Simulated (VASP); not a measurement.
A run of VASP 6.6.1:

The input INCAR:

```
SYSTEM = BeS
PREC = Accurate ; ENCUT = 520
EDIFF = 1E-7 ; ISMEAR = 0
SIGMA = 0.01 ; LREAL = .FALSE.
LASPH = .TRUE. ; NELM = 120
ALGO = Normal ; ISIF = 2
LWAVE = .FALSE. ; LCHARG = .FALSE.
GGA = PE ; IBRION = 2
NSW = 80 ; EDIFFG = -0.05
GGA_COMPAT = .FALSE. ; NELMIN = 4
```

The input KPOINTS:

```
regular mesh
0
G
  5 5 5
  0 0 0
```

POSCAR

```
BeS
1.0
    0.0000000000      2.4250000000      2.4250000000
    2.4250000000      0.0000000000      2.4250000000
    2.4250000000      2.4250000000      0.0000000000
Be S
1 1
Direct
    0.0000000000      0.0000000000      0.0000000000
    0.2500000000      0.2500000000      0.2500000000
```

Potentials or basis: VASP PAW PBE potentials, release 64 (Be, S).

Launch:

```bash
$ cat potpaw_PBE.64/Be/POTCAR potpaw_PBE.64/S/POTCAR > POTCAR
$ mpirun -np 1 vasp_std > vasp.out
```

Hardware: 1 thread of Intel(R) Xeon(R) Platinum 8488C (Sapphire Rapids), on a shared host.

Question: How long does it take, and how much memory?

Answer: It took 3.6 s on 1 thread of Intel(R) Xeon(R) Platinum 8488C (Sapphire Rapids), with other jobs on the host, peak memory 0.14 GiB. Counts: scf iterations 14, k points 10, ion steps 1.
